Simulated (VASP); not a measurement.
# Ca in VASP: notebook, part 3 of 3

VASP 6.6.1. The steps go on from the part before.

### 4 Single point, PBE (volume scaled by 0.98)

INCAR reads:

```
PREC = Accurate ; ENCUT = 520
EDIFF = 1E-7 ; ISMEAR = -1
SIGMA = 0.05 ; LREAL = F
LASPH = T ; NELM = 100
ALGO = Fast ; ISIF = 2
LWAVE = F ; LCHARG = T
GGA = PE ; LELF = T
LVHAR = T ; NBANDS = 17
```

KPOINTS reads:

```
Automatic mesh
0
Gamma
  8 8 4
```

POSCAR reads:

```
Ca
1.0
    3.9532877857      0.0000000000      0.0000000000
   -1.9766438929      3.4236476510      0.0000000000
    0.0000000000      0.0000000000      6.4762402922
Ca
2
Direct
    0.6666666667      0.3333333333      0.7500000000
    0.3333333333      0.6666666667      0.2500000000
```

Potentials or basis: VASP PAW PBE potentials, release 64 (Ca_sv).

Command:

```
$ cat potpaw_PBE.64/Ca_sv/POTCAR > POTCAR
$ mpirun -np 1 vasp_std > vasp.out
```

OUTCAR:

```text
PREC = Accurate
   ENCUT = 520
   EDIFF = 1E-7
   ISMEAR = -1
   LREAL = F
   LASPH = T
   NELM = 100
   ISIF = 2
   GGA = PE

 ion  position               nearest neighbor table
   1  0.667  0.333  0.750-
   2  0.333  0.667  0.250-

  LATTYP: Found a hexagonal cell.
 ALAT       =     3.9532877857
 C/A-ratio  =     1.6381909548

  Lattice vectors:

 A1 = (   3.9532877857,   0.0000000000,   0.0000000000)
 A2 = (  -1.9766438929,   3.4236476510,   0.0000000000)
 A3 = (   0.0000000000,   0.0000000000,   6.4762402922)

Analysis of symmetry for initial positions (statically):
=====================================================================
 Subroutine PRICEL returns:
 Original cell was already a primitive cell.

 Routine SETGRP: Setting up the symmetry group for a
 hexagonal supercell.

 Subroutine GETGRP returns: Found 24 space group operations
 (whereof 12 operations were pure point group operations)
 out of a pool of 24 trial point group operations.

The static configuration has the point symmetry D_3d.
 The point group associated with its full space group is D_6h.

Analysis of symmetry for dynamics (positions and initial velocities):
=====================================================================
 Subroutine PRICEL returns:
 Original cell was already a primitive cell.

 Routine SETGRP: Setting up the symmetry group for a
 hexagonal supercell.

 Subroutine GETGRP returns: Found 24 space group operations
 (whereof 12 operations were pure point group operations)
 out of a pool of 24 trial point group operations.

The dynamic configuration has the point symmetry D_3d.
 The point group associated with its full space group is D_6h.

 Subroutine INISYM returns: Found 24 space group operations
 (whereof 12 operations are pure point group operations),
 and found     1 'primitive' translations

----------------------------------------------------------------------------------------

                                     Primitive cell

  volume of cell :      87.6537

  direct lattice vectors                    reciprocal lattice vectors
     3.953287786  0.000000000  0.000000000     0.252954010  0.146043066  0.000000000
    -1.976643893  3.423647651  0.000000000     0.000000000  0.292086132  0.000000000
     0.000000000  0.000000000  6.476240292     0.000000000  0.000000000  0.154410577

  length of vectors
     3.953287786  3.953287786  6.476240292     0.292086132  0.292086132  0.154410577

  position of ions in fractional coordinates (direct lattice)
     0.666666667  0.333333333  0.750000000
     0.333333333  0.666666667  0.250000000

  ion indices of the primitive-cell ions
   primitive index   ion index
                 1           1
                 2           2

----------------------------------------------------------------------------------------

 KPOINTS: Automatic mesh

Automatic generation of k-mesh.
 Grid dimensions read from file:
 generate k-points for:    8    8    4

 Generating k-lattice:

  Cartesian coordinates                     Fractional coordinates (reciprocal lattice)
     0.031619251  0.018255383  0.000000000     0.125000000  0.000000000  0.000000000
     0.000000000  0.036510767  0.000000000     0.000000000  0.125000000  0.000000000
     0.000000000  0.000000000  0.038602644     0.000000000  0.000000000  0.250000000

  Length of vectors
     0.036510767  0.036510767  0.038602644

  Shift w.r.t. Gamma in fractional coordinates (k-lattice)
     0.000000000  0.000000000  0.000000000

 Subroutine IBZKPT returns following result:
 ===========================================

 Found     30 irreducible k-points:

 Following reciprocal coordinates:
            Coordinates               Weight
  0.000000  0.000000  0.000000      1.000000
  0.125000  0.000000  0.000000      6.000000
  0.250000  0.000000  0.000000      6.000000
  0.375000 -0.000000  0.000000      6.000000
  0.500000  0.000000  0.000000      3.000000
  0.125000  0.125000  0.000000      6.000000
[... 16 lines left out ...]
  0.250000  0.000000  0.500000      6.000000
  0.375000 -0.000000  0.500000      6.000000
 [... further k-points ...]
   k-points           NKPTS =     30   k-points in BZ     NKDIM =     30   number of bands    NBANDS=     17
   number of dos      NEDOS =    301   number of ions     NIONS =      2
   total plane-waves  NPLWV =  43200
   dimension x,y,z NGX =    30 NGY =   30 NGZ =   48
   dimension x,y,z NGXF=    60 NGYF=   60 NGZF=   96
   ions per type =               2
   NGX,Y,Z   is equivalent  to a cutoff of  12.62, 12.62, 12.32 a.u.
   NGXF,Y,Z  is equivalent  to a cutoff of  25.23, 25.23, 24.64 a.u.
 SYSTEM =  unknown system
   PREC   = accura    normal or accurate (medium, high low for compatibility)
   ISTART =      0    job   : 0-new  1-cont  2-samecut
   ICHARG =      2    charge: 1-file 2-atom 10-const
   ISPIN  =      1    spin polarized calculation?
   LNONCOLLINEAR =      F non collinear calculations
   LSORBIT =      F    spin-orbit coupling
   LASPH  =      T    aspherical Exc in radial PAW
   ENCUT  =  520.0 eV  38.22 Ry    6.18 a.u.   7.35  7.35 12.04*2*pi/ulx,y,z
   NELM   =    100;   NELMIN=  2; NELMDL= -5     # of ELM steps
   EDIFF  = 0.1E-06   stopping-criterion for ELM
   LREAL  =      F    real-space projection
   EDIFFG = 0.1E-05   stopping-criterion for IOM
   NSW    =      0    number of steps for IOM
   IBRION =     -1    ionic relax: 0-MD 1-quasi-New 2-CG
   NFREE  =      0    steps in history (QN), initial steepest desc. (CG)
   ISIF   =      2    stress and relaxation
   ISYM   =      2    0-nonsym 1-usesym 2-fastsym
   POTIM  = 0.5000    time-step for ionic-motion
   TEBEG  =    0.0;   TEEND  =   0.0 temperature during run
   PSTRESS=    0.0 pullay stress
   NELECT =      20.0000    total number of electrons
   NUPDOWN=      -1.0000    fix difference up-down
   EMIN   =  10.00;   EMAX   =-10.00  energy-range for DOS
   EFERMI =   0.00;   METHOD = LEGACY
   ISMEAR =    -1;   SIGMA  =   0.05  broadening in eV -4-tet -1-fermi 0-gaus
   EFERMI_NEDOS =   21; number of points for ismear=-14 and -15
   IALGO  =     68    algorithm
   IMIX   =      4    mixing-type and parameters
     AMIX     =   0.40;   BMIX     =  1.00
     AMIX_MAG =   1.60;   BMIX_MAG =  1.00
  volume/ion in A,a.u.               =      43.83       295.76
  Fermi-wavevector in a.u.,A,eV,Ry     =   1.000372  1.890428 13.615939  1.000743
  Thomas-Fermi vector in A             =   2.132724
   LORBIT       =      0    0 simple, 1 ext, 2 COOP (PROOUT), +10 PAW based schemes
   GGA     = PE    functional components
   LHFCALC =     F    Hartree Fock is set to
   AEXX    =    0.0000 exact exchange contribution
   IVDW    =     0    specifies the selected vdW correction
   LEPSILON=     F    determine dielectric tensor
   LRPA    =     F    only Hartree local field effects (RPA)
 non-spin polarized calculation
 RMM-DIIS sequential band-by-band and
  energy-cutoff  :      520.00
  volume of cell :       87.65
 maximum number of plane-waves:      2394
 NGX is ok and might be reduce to    30
   NGX = 15   NGY = 15   NGZ = 25

 number of electron      19.9999999 magnetization

 Free energy of the ion-electron system (eV)
  ---------------------------------------------------
  ext. energy  EPLUGINS =         0.00000000
  ---------------------------------------------------
  free energy    TOTEN  =        -3.86073834 eV

  energy without entropy =       -3.84459364  energy(sigma->0) =       -3.85266599

 E-fermi :   1.8478     XC(G=0):  -7.6193

 val. band max:        1.7579336926   @ k =   0.3750   0.2500   0.5000
 cond. band min:       1.8900646021   @ k =   0.2500   0.1250   0.0000
 fundamental gap:      0.1321309095
 Fermi energy:         1.8477620185

 k-point     1 :       0.0000    0.0000    0.0000
  band No.  band energies     occupation
      1     -40.2849      2.00000
      2     -40.2738      2.00000
      3     -21.3184      2.00000
      4     -21.2261      2.00000
      5     -21.2261      2.00000
      6     -21.2096      2.00000
[... 9 lines left out ...]
     16       4.3806      0.00000
     17       4.7629      0.00000

 k-point     2 :       0.1250    0.0000    0.0000
  band No.  band energies     occupation
      1     -40.2834      2.00000
      2     -40.2730      2.00000
      3     -21.3126      2.00000
      4     -21.2395      2.00000
      5     -21.2303      2.00000
      6     -21.2234      2.00000
[... 9 lines left out ...]
     16       4.5144      0.00000
     17       4.5496      0.00000
[... 421 lines left out ...]
 k-point    24 :       0.3750   -0.0000    0.5000
  band No.  band energies     occupation
      1     -40.2728      2.00000
      2     -40.2728      2.00000
      3     -21.3108      2.00000
      4     -21.3108      2.00000
      5     -21.2370      2.00000
      6     -21.2370      2.00000
[... 9 lines left out ...]
     16       4.6320      0.00000
     17       5.5721      0.00000

 [... further k-points ...]
[... 5 lines left out ...]
  --------------------------------------------------------------------------------------
  -------------------------------------------------------------------------------------
  Total       -0.3487850     -0.3487850     -0.1856282      0.0000000     -0.0000000      0.0000000
  in kB       -6.3752612     -6.3752612     -3.3930024      0.0000000     -0.0000000      0.0000000
  external PRESSURE =      -5.3811749 kB  Pullay stress =       0.0000000 kB

 VOLUME and BASIS-vectors are now :
 -----------------------------------------------------------------------------
  energy-cutoff  :      520.00
  volume of cell :       87.65
      direct lattice vectors                 reciprocal lattice vectors
     3.953287786  0.000000000  0.000000000     0.252954010  0.146043066  0.000000000
    -1.976643893  3.423647651  0.000000000     0.000000000  0.292086132  0.000000000
     0.000000000  0.000000000  6.476240292     0.000000000  0.000000000  0.154410577

 POSITION                                       TOTAL-FORCE (eV/Angst)
 -----------------------------------------------------------------------------------
      1.97664      1.14122      4.85718        -0.000000      0.000000      0.000000
     -0.00000      2.28243      1.61906         0.000000      0.000000      0.000000
 -----------------------------------------------------------------------------------
    total drift:                               -0.000000      0.000000     -0.000000

  FREE ENERGIE OF THE ION-ELECTRON SYSTEM (eV)
  ---------------------------------------------------
  free  energy   TOTEN  =        -3.8607383428 eV

  energy  without entropy=       -3.8445936423  energy(sigma->0) =       -3.85266599
```

Run time: 40 s. Hardware: 1 thread of Intel Xeon 6975P-C (Granite Rapids), shared host; peak memory 0.21 GiB.

Results:

```
Free energy            : -3.8607 eV
Pressure               : -0.5 GPa
Band gap on the k mesh : zero (band 10 reaches 2.13 eV, above the bottom of band 11 at 1.61 eV)
```

Stress tensor (GPa, compression positive):
```
-0.64  0.00  0.00
 0.00 -0.64  0.00
 0.00  0.00 -0.34
```

### 5 Single point, PBE (volume scaled by 1.02)

INCAR reads:

```
PREC = Accurate
ENCUT = 520
EDIFF = 1E-7
ISMEAR = -1
SIGMA = 0.05
LREAL = F
LASPH = T
NELM = 100
ALGO = Normal
ISIF = 2
LWAVE = F
LCHARG = F
GGA = PE
NBANDS = 17
```

KPOINTS is that of step 4.

POSCAR reads:

```
Ca
1.0
    4.0063583840      0.0000000000      0.0000000000
   -2.0031791920      3.4696081373      0.0000000000
    0.0000000000      0.0000000000      6.5631800663
Ca
2
Direct
    0.6666666667      0.3333333333      0.7500000000
    0.3333333333      0.6666666667      0.2500000000
```

Command:

```
$ cat potpaw_PBE.64/Ca_sv/POTCAR > POTCAR
$ mpirun -np 1 vasp_std > vasp.out
```

It took 23 s on 1 thread of Intel Xeon 6975P-C (Granite Rapids), shared host; peak memory 0.21 GiB.

The run converged. Its results:

| Quantity | Value |
| --- | --- |
| Free energy | -3.8427 eV |
| Pressure | -1.1 GPa |
| Band gap on the k mesh | zero (band 10 reaches 1.97 eV, above the bottom of band 11 at 1.44 eV) |

Stress tensor (GPa, compression positive):
```
-1.18  0.00  0.00
 0.00 -1.18  0.00
 0.00  0.00 -0.97
```

Levels at points of the mesh, in eV from the Fermi level:
| k point | band 6 | band 7 | band 8 | band 9 | band 10 | band 11 | band 12 | band 13 | band 14 | band 15 |
| --- | --- | --- | --- | --- | --- | --- | --- | --- | --- | --- |
| (0.00, 0.00, 0.00) | -23.15 | -23.15 | -23.14 | -3.92 | -1.01 | -0.25 | 2.17 | 2.19 | 2.19 | 2.47 |
| (0.50, 0.00, 0.00) | -23.19 | -23.17 | -23.17 | -1.11 | -0.70 | 0.27 | 0.41 | 1.30 | 1.81 | 2.12 |
| (0.00, 0.00, 0.50) | -23.16 | -23.16 | -23.16 | -2.96 | -2.96 | 1.35 | 1.35 | 2.18 | 2.18 | 2.18 |
| (0.50, 0.00, 0.50) | -23.18 | -23.17 | -23.17 | -0.65 | -0.65 | 0.05 | 0.05 | 1.41 | 1.41 | 2.72 |

### 6 Single point, PBE (volume scaled by 1.04)

INCAR reads:

```
SYSTEM = Ca
ALGO = Normal
EDIFF = 1E-7
ENCUT = 520
GGA = PE
ISIF = 2
ISMEAR = -1
LASPH = .True.
LCHARG = .True.
LELF = .True.
LREAL = .False.
LVHAR = .True.
LWAVE = .False.
NBANDS = 17
NELM = 80
PREC = Accurate
SIGMA = 0.05
```

KPOINTS reads:

```
k-points
0
Gamma
  8 8 4
  0 0 0
```

POSCAR reads:

```
Ca
1.0
    4.0323744272      0.0000000000      0.0000000000
   -2.0161872136      3.4921386916      0.0000000000
    0.0000000000      0.0000000000      6.6057993129
Ca
2
Direct
    0.6666666667      0.3333333333      0.7500000000
    0.3333333333      0.6666666667      0.2500000000
```

Potentials or basis: VASP PAW PBE potentials, release 64 (Ca_sv).

Command:

```
$ cat potpaw_PBE.64/Ca_sv/POTCAR > POTCAR
$ mpirun -np 1 vasp_std > vasp.out
```

It took 21 s on 1 thread of Intel Xeon 6975P-C (Granite Rapids), shared host; peak memory 0.2 GiB.

The run converged. Its results:

```yaml
Free_energy: -3.8291 eV
Pressure: -1.4 GPa
Band_gap_on_the_k_mesh: zero (band 10 reaches 1.90 eV, above the bottom of band 11 at 1.36 eV)
```

Stress tensor (GPa, compression positive):
```
-1.43  0.00  0.00
 0.00 -1.43  0.00
 0.00  0.00 -1.25
```

Levels at points of the mesh, in eV from the Fermi level:
| k point | band 6 | band 7 | band 8 | band 9 | band 10 | band 11 | band 12 | band 13 | band 14 | band 15 |
| --- | --- | --- | --- | --- | --- | --- | --- | --- | --- | --- |
| (0.00, 0.00, 0.00) | -23.20 | -23.20 | -23.19 | -3.88 | -1.00 | -0.26 | 2.15 | 2.16 | 2.16 | 2.44 |
| (0.50, 0.00, 0.00) | -23.23 | -23.21 | -23.21 | -1.10 | -0.70 | 0.28 | 0.41 | 1.29 | 1.79 | 2.09 |
| (0.00, 0.00, 0.50) | -23.20 | -23.20 | -23.20 | -2.94 | -2.94 | 1.34 | 1.34 | 2.15 | 2.15 | 2.15 |
| (0.50, 0.00, 0.50) | -23.22 | -23.22 | -23.22 | -0.63 | -0.63 | 0.04 | 0.04 | 1.40 | 1.40 | 2.68 |

### 7 Overview

| cell | k mesh | gap on the mesh (eV) | pressure (GPa) |
| --- | --- | --- | --- |
| a = 3.980, b = 3.980, c = 6.520 Å, angles 90.0, 90.0, 120.0°, 2 atoms | 5 × 5 × 2 | none | -0.8 |
| a = 3.899, b = 3.899, c = 6.387 Å, angles 90.0, 90.0, 120.0°, 2 atoms | 8 × 8 × 4 | none | 0.2 |
| a = 3.953, b = 3.953, c = 6.476 Å, angles 90.0, 90.0, 120.0°, 2 atoms | 8 × 8 × 4 | none | -0.5 |
| a = 4.006, b = 4.006, c = 6.563 Å, angles 90.0, 90.0, 120.0°, 2 atoms | 8 × 8 × 4 | none | -1.1 |
| a = 4.032, b = 4.032, c = 6.606 Å, angles 90.0, 90.0, 120.0°, 2 atoms | 8 × 8 × 4 | none | -1.4 |

Alike in all rows: task single point; level PBE; potentials or basis VASP PAW PBE potentials, release 64 (Ca_sv); no spin polarisation; cutoff (eV) 520; smearing fermi-dirac 0.05 eV.

Caveats: some runs use coarse meshes.

Total energies depend on the potentials used, so only differences within one code and one set of settings carry meaning.
